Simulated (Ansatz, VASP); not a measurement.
## Li2Se in VASP and in Ansatz

```
Li Se
1.0
     0.00000    2.99266    2.99266
     2.99266    0.00000    2.99266
     2.99266    2.99266    0.00000
Li Se
2 1
Cartesian
  1.4963 1.4963 1.4963
  4.4890 4.4890 4.4890
  0.0000 0.0000 0.0000
```

Alike in both runs: task single point; functional r2SCAN; k mesh 8 × 8 × 8; occupations gaussian, width 0.05 eV; no spin polarisation.

```csv
,VASP,Ansatz
version,VASP 6.6.1,Ansatz 0.2.0
potentials or method,"VASP PAW PBE potentials, release 64 (Li_sv, Se), cutoff 830 eV","scalar-relativistic, plane waves, PAW"
valence electrons in the cell,12,22
```

```tsv
	VASP	Ansatz	Ansatz less VASP
pressure (GPa)	-0.1	0.0	+0.13
```

VASP's potentials were made for PBE, not for r2SCAN. VASP's potentials hold 12 valence electrons a cell and Ansatz's 22, so a difference there can come from the potentials and not from the codes.
